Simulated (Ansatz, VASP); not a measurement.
**Two plane-wave programs on LaTaO**

```xyz
6
Lattice="3.9263 0.0000 0.0000 0.0000 3.9263 0.0000 0.0000 0.0000 8.9942" Properties=species:S:1:pos:R:3 pbc="T T T"
La    0.0000    1.9632    7.7090
La    1.9632    0.0000    1.2852
Ta    0.0000    0.0000    4.4971
Ta    1.9632    1.9632    4.4971
O     0.0000    0.0000    0.0000
O     1.9632    1.9632    0.0000
```

Change from the starting cell: species swapped into the GdOF type (P4/nmm, No. 129).

Alike in both runs: functional PBE; k mesh 10 × 10 × 4; occupations gaussian, width 0.1 eV; collinear spin.

Ansatz relaxed the structure, and its values are those at the end. VASP's run is a single point on that final structure, the one shown.

|  | VASP | Ansatz |
| --- | --- | --- |
| version | VASP 6.6.1 | Ansatz 0.2.0 |
| potentials or method | VASP PAW PBE potentials, release 64 (La, Ta_pv, O), cutoff 520 eV | scalar-relativistic, plane waves, PAW |
| valence electrons in the cell | 56 | 60 |

```tsv
	VASP	Ansatz	Ansatz less VASP
gap on the k mesh at the Fermi level (eV)	none	none	-
pressure (GPa)	-0.2	0.0	+0.15
rms of the force components (eV/Å)	0.006	0.000	-0.0056
net moment per atom (μB)	0.10	0.10	+0.003
size of the moment on the site where the two differ most (μB)	0.15	0.14	-0.011
```

Site moments also hang on the region over which each program counts them. A gap of «none» marks a metal or a gap that the smearing closes. VASP's potentials hold 56 valence electrons a cell and Ansatz's 60, so a difference there can come from the potentials and not from the codes.

Neither program's run includes spin-orbit coupling.
